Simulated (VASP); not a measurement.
Crystal: Au.

```
Au
1.0
     2.74841    0.00000    0.00000
     0.00000    2.74841    0.00000
     0.00000    0.00000    2.74841
Au
1
Direct
  0.50000 0.50000 0.50000
```

This isn't the form of Au at room conditions, which is fcc.

| Property | Result |
| --- | --- |
| Program | VASP 6.6.1 |
| Task | relaxation of cell and atoms |
| Functional | PBE |
| Dispersion | D4 |
| Potentials or basis | VASP PAW PBE potentials, release 64 (Au) |
| Cutoff | 600 eV |
| k mesh | 10 × 10 × 10 |
| Occupations | fermi-dirac, width 0.05 eV |
| Spin | no spin polarisation |

At the start: pressure -3.9 GPa; volume 20.76 Å³/atom.

**Question.** How do energy, volume and symmetry change on relaxing?

**Answer.** Over 3 steps the energy falls by 9.5 meV/atom and the volume is 20.02 Å³/atom (-3.6 %); space group Pm-3m (No. 221, to 0.1 Å) before and after.

Step by step:
```
step  energy change (eV)  largest force (eV/Å)  pressure (GPa)  volume (Å³)
   1              0.0000                0.0000           -3.94        20.76
   2              0.0015                0.0000            4.83        19.26
   3             -0.0095                0.0000           -0.01        20.02
```

Final structure:
```yaml
crystal:
  lattice:
    - [2.71533, 0.00000, 0.00000]
    - [0.00000, 2.71533, 0.00000]
    - [0.00000, 0.00000, 2.71533]
  atoms:
    - { symbol: Au, position: [0.50000, 0.50000, 0.50000] }
```
